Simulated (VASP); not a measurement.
# Rh (Fm-3m) in VASP: a series of runs, part 2 of 2

VASP 6.6.1.

### Step 3. Single point, PBE

This run uses another cell than the first one, of 13.67 Å³/atom, 1.042 times its volume.

The input, INCAR:

```
PREC     = Accurate       # precision mode
ENCUT    = 500            # plane-wave cutoff, eV
EDIFF    = 1E-6           # SCF threshold, eV
ISMEAR   = 0              # smearing method
SIGMA    = 0.019000000000000003 # smearing width, eV
LREAL    = F              # projectors in reciprocal space
LASPH    = T              # aspherical terms in the spheres
NELM     = 120            # most SCF steps
ALGO     = Normal         # electronic algorithm
ISIF     = 2              # what is computed and relaxed
LWAVE    = F              # write WAVECAR
LCHARG   = F              # write CHGCAR
GGA      = PE             # functional
NBANDS   = 14             # bands
GGA_COMPAT= F
```

The input, KPOINTS:

```
Automatic mesh
0
Gamma
  12 12 12
```

The input, POSCAR:

```
Rh
1.0
    0.0000000000      1.8978500000      1.8978500000
    1.8978500000      0.0000000000      1.8978500000
    1.8978500000      1.8978500000      0.0000000000
Rh
1
Direct
    0.0000000000      0.0000000000      0.0000000000
```

Potentials or basis: VASP PAW PBE potentials, release 64 (Rh_pv).

Launch:

```bash
cat potpaw_PBE.64/Rh_pv/POTCAR > POTCAR
mpirun -np 1 vasp_std > vasp.out
```

OUTCAR:

```text
PREC = Accurate
   ENCUT = 500
   EDIFF = 1E-6
   ISMEAR = 0
   LREAL = F
   LASPH = T
   NELM = 120
   ISIF = 2
   GGA = PE

 ion  position               nearest neighbor table
   1  0.000  0.000  0.000-

  LATTYP: Found a face centered cubic cell.
 ALAT       =     3.7957000000

  Lattice vectors:

 A1 = (   0.0000000000,   1.8978500000,   1.8978500000)
 A2 = (   1.8978500000,   0.0000000000,   1.8978500000)
 A3 = (   1.8978500000,   1.8978500000,   0.0000000000)

Analysis of symmetry for initial positions (statically):
[... 33 lines left out ...]
                                     Primitive cell

  volume of cell :      13.6715

  direct lattice vectors                    reciprocal lattice vectors
     0.000000000  1.897850000  1.897850000    -0.263456016  0.263456016  0.263456016
     1.897850000  0.000000000  1.897850000     0.263456016 -0.263456016  0.263456016
     1.897850000  1.897850000  0.000000000     0.263456016  0.263456016 -0.263456016

  length of vectors
     2.683965209  2.683965209  2.683965209     0.456319205  0.456319205  0.456319205

  position of ions in fractional coordinates (direct lattice)
     0.000000000  0.000000000  0.000000000

  ion indices of the primitive-cell ions
   primitive index   ion index
                 1           1

----------------------------------------------------------------------------------------

 KPOINTS: Automatic mesh

Automatic generation of k-mesh.
 Grid dimensions read from file:
 generate k-points for:   12   12   12

 Generating k-lattice:

  Cartesian coordinates                     Fractional coordinates (reciprocal lattice)
    -0.021954668  0.021954668  0.021954668     0.083333333  0.000000000  0.000000000
     0.021954668 -0.021954668  0.021954668     0.000000000  0.083333333  0.000000000
     0.021954668  0.021954668 -0.021954668     0.000000000  0.000000000  0.083333333

  Length of vectors
     0.038026600  0.038026600  0.038026600

  Shift w.r.t. Gamma in fractional coordinates (k-lattice)
     0.000000000  0.000000000  0.000000000

[... 71 lines left out ...]
  volume/ion in A,a.u.               =      13.67        92.26
  Fermi-wavevector in a.u.,A,eV,Ry     =   1.688496  3.190795 38.790465  2.851019
  Thomas-Fermi vector in A             =   2.770792
   LORBIT       =      0    0 simple, 1 ext, 2 COOP (PROOUT), +10 PAW based schemes
   GGA     = PE    functional components
   LHFCALC =     F    Hartree Fock is set to
   AEXX    =    0.0000 exact exchange contribution
   IVDW    =     0    specifies the selected vdW correction
   LEPSILON=     F    determine dielectric tensor
   LRPA    =     F    only Hartree local field effects (RPA)
 non-spin polarized calculation
 Gauss-broadening in eV      SIGMA  =   0.02
  energy-cutoff  :      500.00
  volume of cell :       13.67
 maximum number of plane-waves:       360
   NGX =  9   NGY =  9   NGZ =  9

 number of electron      15.0000007 magnetization

 Free energy of the ion-electron system (eV)
  ---------------------------------------------------
  ext. energy  EPLUGINS =         0.00000000
  ---------------------------------------------------
  free energy    TOTEN  =        -7.25249133 eV

  energy without entropy =       -7.25209044  energy(sigma->0) =       -7.25229088

 E-fermi :  12.0595     XC(G=0): -14.0713

 val. band max:       12.0440988724   @ k =   0.3333   0.1667   0.0000
 cond. band min:      12.0708957813   @ k =   0.5000   0.4167   0.0000
 fundamental gap:      0.0267969089
 Fermi energy:        12.0594539935

 k-point     1 :       0.0000    0.0000    0.0000
  band No.  band energies     occupation
      1     -34.4043      2.00000
      2     -34.4043      2.00000
      3     -34.4043      2.00000
      4       4.0068      2.00000
      5       8.8899      2.00000
      6       8.8899      2.00000
      7       8.8899      2.00000
      8      10.9919      2.00000
      9      10.9919      2.00000
     10      28.0013      0.00000
     11      32.4776      0.00000
     12      33.4935      0.00000
     13      33.4935      0.00000
     14      33.4935      0.00000
[... 377 lines left out ...]
      1     -35.0811      2.00000
      2     -34.6431      2.00000
      3     -34.5351      2.00000
      4       6.5716      2.00000
      5       8.2220      2.00000
      6       9.4883      2.00000
      7       9.9234      2.00000
      8      12.2525      0.00000
      9      16.1451      0.00000
     10      20.7942      0.00000
     11      28.0745      0.00000
     12      30.9579      0.00000
     13      32.4805      0.00000
     14      32.6426      0.00000

 [... further k-points ...]
[... 5 lines left out ...]
  --------------------------------------------------------------------------------------
  -------------------------------------------------------------------------------------
  Total        0.6374172      0.6374172      0.6374172      0.0000000      0.0000000      0.0000000
  in kB       74.6996717     74.6996717     74.6996717      0.0000000      0.0000000      0.0000000
  external PRESSURE =      74.6996717 kB  Pullay stress =       0.0000000 kB

 VOLUME and BASIS-vectors are now :
 -----------------------------------------------------------------------------
  energy-cutoff  :      500.00
  volume of cell :       13.67
      direct lattice vectors                 reciprocal lattice vectors
     0.000000000  1.897850000  1.897850000    -0.263456016  0.263456016  0.263456016
     1.897850000  0.000000000  1.897850000     0.263456016 -0.263456016  0.263456016
     1.897850000  1.897850000  0.000000000     0.263456016  0.263456016 -0.263456016

 POSITION                                       TOTAL-FORCE (eV/Angst)
 -----------------------------------------------------------------------------------
      0.00000      0.00000      0.00000        -0.000000      0.000000      0.000000
 -----------------------------------------------------------------------------------
    total drift:                                0.000000     -0.000000      0.000000

  FREE ENERGIE OF THE ION-ELECTRON SYSTEM (eV)
  ---------------------------------------------------
  free  energy   TOTEN  =        -7.2524913296 eV

  energy  without entropy=       -7.2520904377  energy(sigma->0) =       -7.25229088
```

OSZICAR:

```text
N       E                     dE             d eps       ncg     rms          rms(c)
DAV:   1     0.115191059252E+03    0.11519E+03   -0.86736E+03  2028   0.112E+03
DAV:   2    -0.633570423922E+01   -0.12153E+03   -0.11625E+03  2214   0.333E+02
DAV:   3    -0.775572505631E+01   -0.14200E+01   -0.14179E+01  2448   0.396E+01
DAV:   4    -0.776078648640E+01   -0.50614E-02   -0.50613E-02  2334   0.242E+00
DAV:   5    -0.776083082324E+01   -0.44337E-04   -0.44336E-04  2328   0.199E-01    0.103E+01
DAV:   6    -0.727397026290E+01    0.48686E+00   -0.78747E-01  2112   0.125E+01    0.358E+00
DAV:   7    -0.725614981552E+01    0.17820E-01   -0.18229E-02  2340   0.171E+00    0.167E+00
DAV:   8    -0.725268114708E+01    0.34687E-02   -0.38205E-03  2124   0.831E-01    0.239E-01
DAV:   9    -0.725249094598E+01    0.19020E-03   -0.13857E-04  2118   0.164E-01    0.117E-02
DAV:  10    -0.725249132961E+01   -0.38363E-06   -0.32723E-06  2328   0.230E-02
   1 F= -.72524913E+01 E0= -.72522909E+01  d E =-.400892E-03
```

It took 10 s on 1 thread of Intel Xeon Platinum 8259CL at 2.50GHz (Skylake/Cascade Lake), shared host; peak memory 0.13 GiB.

Results:

```
Free energy : -7.2525 eV
Pressure    : 7.5 GPa
```

### Step 4. Single point, PBE

This run uses another cell than the first one, of 14.03 Å³/atom, 1.069 times its volume.

The input, INCAR:

```
ALGO = Normal
EDIFF = 1E-7
ENCUT = 520
GGA = PE
ISIF = 2
ISMEAR = -1
LASPH = T
LCHARG = T
LELF = T
LREAL = F
LVHAR = T
LWAVE = F
NBANDS = 14
NELM = 80
PREC = Accurate
SIGMA = 0.05
```

The input, KPOINTS:

```
k-points
0
Gamma
  12 12 12
```

The input, POSCAR:

```
Rh
1.0
    0.0000000000      1.9144803751      1.9144803751
    1.9144803751      0.0000000000      1.9144803751
    1.9144803751      1.9144803751      0.0000000000
Rh
1
Direct
    0.0000000000      0.0000000000      0.0000000000
```

Launch:

```bash
cat potpaw_PBE.64/Rh_pv/POTCAR > POTCAR
mpirun -np 1 vasp_std > vasp.out
```

Wall time 18 s (1 thread of Intel Xeon 8259CL, shared host); peak memory 0.14 GiB.

The run converged. Its results:

```yaml
Free_energy: -7.2654 eV
Pressure: 0.1 GPa
```

Levels at points of the mesh, in eV from the Fermi level:
| k point | band 3 | band 4 | band 5 | band 6 | band 7 | band 8 | band 9 | band 10 | band 11 | band 12 |
| --- | --- | --- | --- | --- | --- | --- | --- | --- | --- | --- |
| (0.00, 0.00, 0.00) | -46.37 | -7.81 | -3.00 | -3.00 | -3.00 | -0.98 | -0.98 | 16.01 | 20.55 | 21.35 |
| (0.50, 0.00, 0.00) | -46.46 | -5.96 | -3.07 | -3.07 | 0.53 | 0.53 | 0.75 | 8.42 | 15.50 | 20.55 |
| (0.50, 0.50, 0.00) | -46.62 | -6.13 | -5.77 | 0.50 | 0.93 | 0.93 | 3.24 | 12.00 | 13.20 | 13.20 |

### Step 5. Relaxation of cell and atoms, PBE

This run uses another cell than the first one, of 13.67 Å³/atom, 1.042 times its volume.

The input, INCAR:

```
ALGO     = Normal         # electronic algorithm
EDIFF    = 1E-6           # SCF threshold, eV
EDIFFG   = -0.01          # ionic threshold
ENCUT    = 600            # plane-wave cutoff, eV
GGA      = PE             # functional
IBRION   = 2              # ionic algorithm
ISIF     = 3              # what is computed and relaxed
ISMEAR   = -1             # smearing method
LASPH    = True           # aspherical terms in the spheres
LCHARG   = False          # write CHGCAR
LREAL    = False          # projectors in reciprocal space
LWAVE    = False          # write WAVECAR
NELM     = 100            # most SCF steps
NSW      = 80             # ionic steps
PREC     = Accurate       # precision mode
SIGMA    = 0.05           # smearing width, eV
```

KPOINTS is that of step 4.

The input, POSCAR:

```
Rh
1.0
    0.0000000000      1.8978500000      1.8978500000
    1.8978500000      0.0000000000      1.8978500000
    1.8978500000      1.8978500000      0.0000000000
Rh
1
Direct
    0.0000000000      0.0000000000      0.0000000000
```

Potentials or basis: VASP PAW PBE potentials, release 64 (Rh_pv).

Launch:

```bash
cat potpaw_PBE.64/Rh_pv/POTCAR > POTCAR
mpirun -np 1 vasp_std > vasp.out
```

OUTCAR:

```text
EDIFF = 1E-6
   EDIFFG = -0.01
   ENCUT = 600
   GGA = PE
   IBRION = 2
   ISIF = 3
   ISMEAR = -1
   LASPH = True
   LREAL = False
   NELM = 100
   NSW = 80
   PREC = Accurate

 ion  position               nearest neighbor table
   1  0.000  0.000  0.000-

  LATTYP: Found a face centered cubic cell.
 ALAT       =     3.7957000000

  Lattice vectors:

 A1 = (   0.0000000000,   1.8978500000,   1.8978500000)
 A2 = (   1.8978500000,   0.0000000000,   1.8978500000)
 A3 = (   1.8978500000,   1.8978500000,   0.0000000000)

Analysis of symmetry for initial positions (statically):
[... 33 lines left out ...]
                                     Primitive cell

  volume of cell :      13.6715

  direct lattice vectors                    reciprocal lattice vectors
     0.000000000  1.897850000  1.897850000    -0.263456016  0.263456016  0.263456016
     1.897850000  0.000000000  1.897850000     0.263456016 -0.263456016  0.263456016
     1.897850000  1.897850000  0.000000000     0.263456016  0.263456016 -0.263456016

  length of vectors
     2.683965209  2.683965209  2.683965209     0.456319205  0.456319205  0.456319205

  position of ions in fractional coordinates (direct lattice)
     0.000000000  0.000000000  0.000000000

  ion indices of the primitive-cell ions
   primitive index   ion index
                 1           1

----------------------------------------------------------------------------------------

 KPOINTS: k-points

Automatic generation of k-mesh.
 Grid dimensions read from file:
 generate k-points for:   12   12   12

 Generating k-lattice:

  Cartesian coordinates                     Fractional coordinates (reciprocal lattice)
    -0.021954668  0.021954668  0.021954668     0.083333333  0.000000000  0.000000000
     0.021954668 -0.021954668  0.021954668     0.000000000  0.083333333  0.000000000
     0.021954668  0.021954668 -0.021954668     0.000000000  0.000000000  0.083333333
[... 86 lines left out ...]
   LEPSILON=     F    determine dielectric tensor
   LRPA    =     F    only Hartree local field effects (RPA)
 conjugate gradient relaxation of ions
 non-spin polarized calculation
  energy-cutoff  :      600.00
  volume of cell :       13.67
 maximum number of plane-waves:       471
 NGX is ok and might be reduce to    24
   NGX = 11   NGY = 11   NGZ = 11

--------------------------------------- Ionic step        1  -------------------------------------------

 number of electron      15.0000002 magnetization

 Free energy of the ion-electron system (eV)
  ---------------------------------------------------
  ext. energy  EPLUGINS =         0.00000000
  ---------------------------------------------------
  free energy    TOTEN  =        -7.25722588 eV

  energy without entropy =       -7.24887320  energy(sigma->0) =       -7.25304954

------------------------ aborting loop because EDIFF is reached ----------------------------------------

  FORCE on cell =-STRESS in cart. coord.  units (eV):
  Direction    XX          YY          ZZ          XY          YZ          ZX
  --------------------------------------------------------------------------------------
  -------------------------------------------------------------------------------------
  Total        0.6129763      0.6129763      0.6129763     -0.0000000      0.0000000      0.0000000
  in kB       71.8354138     71.8354138     71.8354138     -0.0000000      0.0000000      0.0000000
  external PRESSURE =      71.8354138 kB  Pullay stress =       0.0000000 kB
[... 57 lines left out ...]
--------------------------------------- Ionic step        3  -------------------------------------------

 number of electron      15.0000000 magnetization

 Free energy of the ion-electron system (eV)
  ---------------------------------------------------
  ext. energy  EPLUGINS =         0.00000000
  ---------------------------------------------------
  free energy    TOTEN  =        -7.26503756 eV

  energy without entropy =       -7.25618516  energy(sigma->0) =       -7.26061136

 E-fermi :  11.5273     XC(G=0): -13.9003

 val. band max:       11.4505906037   @ k =  -0.3333   0.3333   0.0000
 cond. band min:      11.5567750938   @ k =   0.3333   0.1667   0.0000
 fundamental gap:      0.1061844902
 Fermi energy:        11.5272552927

 k-point     1 :       0.0000    0.0000    0.0000
  band No.  band energies     occupation
      1     -34.8406      2.00000
      2     -34.8406      2.00000
      3     -34.8406      2.00000
      4       3.7190      2.00000
      5       8.5326      2.00000
      6       8.5326      2.00000
      7       8.5326      2.00000
      8      10.5476      2.00000
      9      10.5476      2.00000
     10      27.5354      0.00000
     11      32.0769      0.00000
[... 309 lines left out ...]
 k-point    24 :      -0.4167    0.1667    0.0000
  band No.  band energies     occupation
      1     -35.4578      2.00000
      2     -35.0586      2.00000
      3     -34.9604      2.00000
      4       6.2859      2.00000
      5       7.8963      2.00000
      6       9.1109      2.00000
      7       9.5232      2.00000
      8      11.7574      0.01986
      9      15.5668      0.00000
     10      20.0629      0.00000
     11      27.4375      0.00000

 [... further k-points ...]
[... 5 lines left out ...]
  --------------------------------------------------------------------------------------
  -------------------------------------------------------------------------------------
  Total       -0.0071132     -0.0071132     -0.0071132      0.0000000      0.0000000     -0.0000000
  in kB       -0.8118143     -0.8118143     -0.8118143      0.0000000      0.0000000     -0.0000000
  external PRESSURE =      -0.8118143 kB  Pullay stress =       0.0000000 kB
[... 16 lines left out ...]
  FREE ENERGIE OF THE ION-ELECTRON SYSTEM (eV)
  ---------------------------------------------------
  free  energy   TOTEN  =        -7.2650375573 eV

  energy  without entropy=       -7.2561851620  energy(sigma->0) =       -7.26061136

 reached required accuracy - stopping structural energy minimisation
```

OSZICAR:

```text
N       E                     dE             d eps       ncg     rms          rms(c)
DAV:   1     0.124959056135E+03    0.12496E+03   -0.10434E+04  1584   0.163E+03
DAV:   2    -0.617290091139E+01   -0.13113E+03   -0.12587E+03  1626   0.411E+02
DAV:   3    -0.775440168502E+01   -0.15815E+01   -0.15744E+01  1839   0.510E+01
[... 23 lines left out ...]
DAV:   3    -0.726258548815E+01    0.10907E-01   -0.39713E-02  1704   0.270E+00    0.847E-01
DAV:   4    -0.726473313922E+01   -0.21477E-02   -0.60867E-03  1671   0.110E+00    0.157E-01
DAV:   5    -0.726508955653E+01   -0.35642E-03   -0.30528E-04  1794   0.235E-01    0.313E-02
DAV:   6    -0.726503792139E+01    0.51635E-04   -0.14014E-05  1647   0.558E-02    0.373E-03
DAV:   7    -0.726503755728E+01    0.36411E-06   -0.49980E-07  1100   0.109E-02
   3 F= -.72650376E+01 E0= -.72606114E+01  d E =-.781168E-02
```

Wall time 32 s (1 thread of Intel Xeon 8259CL, shared host); peak memory 0.15 GiB.

What came out:

```yaml
Free_energy: -7.2650 eV
Relaxed_volume: 14.04 Å³/atom
Relaxed_cell: a = 2.708 Å, b = 2.708 Å, c = 2.708 Å, α = 60.00°, β = 60.00°, γ = 60.00°
Space_group_after_relaxing_to_0.05_Å: Fm-3m (No. 225)
Energy_gained_by_relaxing: 7.8 meV/atom
Ionic_steps: 3
Pressure_after_relaxing: -0.1 GPa
```

The path:
| step | energy change (eV) | largest force (eV/Å) | pressure (GPa) | volume (Å³) |
| --- | --- | --- | --- | --- |
| 1 | 0.0000 | 0.0000 | 7.18 | 13.67 |
| 2 | 0.0322 | 0.0000 | -13.50 | 14.92 |
| 3 | -0.0078 | 0.0000 | -0.08 | 14.04 |

Final structure:
```yaml
crystal:
  lattice:
    - [0.00000, 1.91468, 1.91468]
    - [1.91468, 0.00000, 1.91468]
    - [1.91468, 1.91468, 0.00000]
  atoms:
    - { symbol: Rh, position: [0.00000, 0.00000, 0.00000] }
```

Levels at points of the mesh, in eV from the Fermi level:
```csv
k point,band 4,band 5,band 6,band 7,band 8,band 9,band 10,band 11
"(0.00, 0.00, 0.00)",-7.81,-2.99,-2.99,-2.99,-0.98,-0.98,16.01,20.55
"(0.50, 0.00, 0.00)",-5.95,-3.07,-3.07,0.53,0.53,0.75,8.42,15.51
"(0.50, 0.50, 0.00)",-6.13,-5.77,0.50,0.93,0.93,3.24,12.00,13.20
```

### Step 6. Overview

```tsv
task	level	potentials or basis	cell	cutoff (eV)	smearing	second run	gap on the mesh (eV)	pressure (GPa)
single point	r2SCAN	VASP PAW PBE potentials, release 64 (Rh_sv_GW)	a = 2.648 Å, angles 60.0°, 1 atom	580	fermi-dirac 0.05 eV	valence_matched	none	12.2
single point	PBE	VASP PAW PBE potentials, release 64 (Rh_pv)	a = 2.684 Å, angles 60.0°, 1 atom	500	gaussian 0.019 eV	-	none	7.5
single point	PBE	VASP PAW PBE potentials, release 64 (Rh_pv)	a = 2.707 Å, angles 60.0°, 1 atom	520	fermi-dirac 0.05 eV	-	none	0.1
relaxation of cell and atoms	PBE	VASP PAW PBE potentials, release 64 (Rh_pv)	relaxed from a = 2.684 Å, angles 60.0°, 1 atom	600	fermi-dirac 0.05 eV	-	none	-0.1
```

Alike in all rows: no spin polarisation; k mesh 12 × 12 × 12.

Caveats: the PAW data sets were made with another functional, which shifts forces and pressure a little (some runs).

Absolute energies hang on the potentials; compare differences alone.
